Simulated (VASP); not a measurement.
Wanted: the native input for a VASP 6.6.1 run.

- Task: single point
- Functional: PBE
- Potentials or basis: VASP PAW PBE potentials, release 64 (Re, Os)
- Cutoff: 520 eV
- k mesh: 6 × 6 × 6
- Occupations: gaussian, width 0.1 eV
- Spin: no spin polarisation
- Dipole correction: no
- Further INCAR settings: ALGO = Normal; EDIFF = 1e-06; NBANDS = 18

The structure of ReOs2 lies in POSCAR:

```
ReOs2
1.0
    4.3272213780      0.0000000000      0.0000000000
   -2.1636106890      3.7474836411      0.0000000000
    0.0000000000      0.0000000000      2.7383521129
Re Os
1 2
Direct
    0.0000000000      0.0000000000      0.0000000000
    0.3333333333      0.6666666667      0.5000000000
    0.6666666667      0.3333333333      0.5000000000
```

One way to write it, as run:

INCAR

```
ALGO = Normal
EDIFF = 1E-6
ENCUT = 520
GGA = PE
ISIF = 2
ISMEAR = 0
LASPH = True
LCHARG = True
LELF = True
LREAL = False
LVHAR = True
LWAVE = False
NBANDS = 18
NELM = 80
PREC = Accurate
SIGMA = 0.1
```

KPOINTS

```
k-points
0
Gamma
  6 6 6
```

Potentials or basis: VASP PAW PBE potentials, release 64 (Re, Os).

Launch:

```bash
$ cat potpaw_PBE.64/Re/POTCAR potpaw_PBE.64/Os/POTCAR > POTCAR
$ mpirun -np 1 vasp_std > vasp.out
```

It gave:

```
Pressure : -0.2 GPa
```

Caveat: the k points lie up to 0.38 Å⁻¹ apart.

Run time: 19 s on 1 thread of Intel(R) Xeon(R) Platinum 8559C (Emerald Rapids), with other jobs on the host, peak memory 0.17 GiB.
